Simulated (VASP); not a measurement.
Here is a VASP 6.6.1 calculation.

INCAR

```
PREC = Accurate
ENCUT = 520
EDIFF = 1E-7
ISMEAR = -1
SIGMA = 0.02
LREAL = False
LASPH = True
NELM = 80
ALGO = Normal
ISIF = 2
LWAVE = False
LCHARG = False
GGA = PE
NBANDS = 25
```

The input KPOINTS:

```
regular mesh
0
Gamma
  8 8 8
```

Contents of POSCAR:

```
SiO2
1.0
   -2.4719631570      2.4719631570      3.6578428214
    2.4719631570     -2.4719631570      3.6578428214
    2.4719631570      2.4719631570     -3.6578428214
Si O
2 4
Direct
    0.0000000000      0.0000000000      0.0000000000
    0.7500000000      0.2500000000      0.5000000000
    0.9733623208      0.6250000000      0.8483623208
    0.3750000000      0.2233623208      0.3483623208
    0.7766376792      0.1250000000      0.1516376792
    0.8750000000      0.0266376792      0.6516376792
```

Potentials or basis: VASP PAW PBE potentials, release 64 (Si, O).

The run is started by

```bash
$ cat potpaw_PBE.64/Si/POTCAR potpaw_PBE.64/O/POTCAR > POTCAR
$ mpirun -np 1 vasp_std > vasp.out
```

Task: Predict the largest force.

Result: 0.267 eV/Å.

Task: Predict the pressure.

Result: 4.6 GPa.

Task: Predict the band gap on the k mesh.

Result: 5.94 eV, direct.

Stress tensor (GPa, compression positive):
```
4.63 0.00 0.00
0.00 4.63 0.00
0.00 0.00 4.49
```

A k mesh can miss the band edges. Expect the measured gap to be larger: semilocal functionals such as PBE lack the derivative discontinuity.
